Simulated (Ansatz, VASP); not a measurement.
## Al3InAs4 in VASP and in Ansatz

The input INCAR:

```
SYSTEM = Al3InAs4
PREC     = Accurate       ! precision mode
ENCUT    = 520            ! plane-wave cutoff, eV
EDIFF    = 1E-6           ! SCF threshold, eV
ISMEAR   = 0              ! smearing method
SIGMA    = 0.02           ! smearing width, eV
LREAL    = .False.        ! projectors in reciprocal space
LASPH    = .True.         ! aspherical terms in the spheres
NELM     = 100            ! most SCF steps
ALGO     = Normal         ! electronic algorithm
ISIF     = 2              ! what is computed and relaxed
LWAVE    = .False.        ! write WAVECAR
LCHARG   = .False.        ! write CHGCAR
GGA      = PE             ! functional
IBRION   = 2              ! ionic algorithm
NSW      = 50             ! ionic steps
EDIFFG   = -0.01          ! ionic threshold
```

File KPOINTS:

```
regular mesh
0
Gamma
  6 6 6
  0 0 0
```

POSCAR

```
Al3InAs4
1.0
    6.0238575038      0.0000000000      0.0000000000
    0.0000000000      6.0238575038      0.0000000000
    0.0000000000      0.0000000000      6.0238575038
Al In As
3 1 4
Direct
    0.5000000000      0.0000000000      0.0000000000
    0.0000000000      0.0000000000      0.5000000000
    0.0000000000      0.5000000000      0.0000000000
    0.5000000000      0.5000000000      0.5000000000
    0.7603945353      0.2396054647      0.7603945353
    0.7603945353      0.7603945353      0.2396054647
    0.2396054647      0.2396054647      0.2396054647
    0.2396054647      0.7603945353      0.7603945353
```

Input for Ansatz:

```yaml
crystal:
  lattice:
    - [6.0238575038, 0.0, 0.0]
    - [0.0, 6.0238575038, 0.0]
    - [0.0, 0.0, 6.0238575038]
  atoms:
    - { symbol: Al, position: [0.5, 0.0, 0.0] }
    - { symbol: Al, position: [0.0, 0.0, 0.5] }
    - { symbol: Al, position: [0.0, 0.5, 0.0] }
    - { symbol: In, position: [0.5, 0.5, 0.5] }
    - { symbol: As, position: [0.7603945353, 0.2396054647, 0.7603945353] }
    - { symbol: As, position: [0.7603945353, 0.7603945353, 0.2396054647] }
    - { symbol: As, position: [0.2396054647, 0.2396054647, 0.2396054647] }
    - { symbol: As, position: [0.2396054647, 0.7603945353, 0.7603945353] }
basis:
  ecutwfc: 420
kpoints:
  mp_grid: { grid: [6, 6, 6] }
hamiltonian:
  xc: pbe
scf:
  occupations: { method: gaussian, width: 0.02 }
output:
  forces: true
  stress: true
  eigenvalues: true
relax:
  adjacent_minimum: "off"
  f_tol: 0.01
  max_steps: 30
```

Alike in both runs: task relaxation of the atoms; functional PBE; k mesh 6 × 6 × 6; occupations gaussian, width 0.02 eV; no spin polarisation.

|  | VASP | Ansatz |
| --- | --- | --- |
| version | VASP 6.6.1 | Ansatz 0.2.0 |
| potentials or method | VASP PAW PBE potentials, release 64 (Al, In_d, As), cutoff 520 eV | scalar-relativistic, plane waves, PAW |
| valence electrons in the cell | 42 | 82 |

```tsv
	VASP	Ansatz	Ansatz less VASP
gap on the k mesh at the Fermi level, each at its own relaxed structure (eV)	0.51	0.51	-0.001
```

VASP's potentials hold 42 valence electrons a cell and Ansatz's 82, so a difference there can come from the potentials and not from the codes. Ansatz's warnings: stress scf threshold loose.
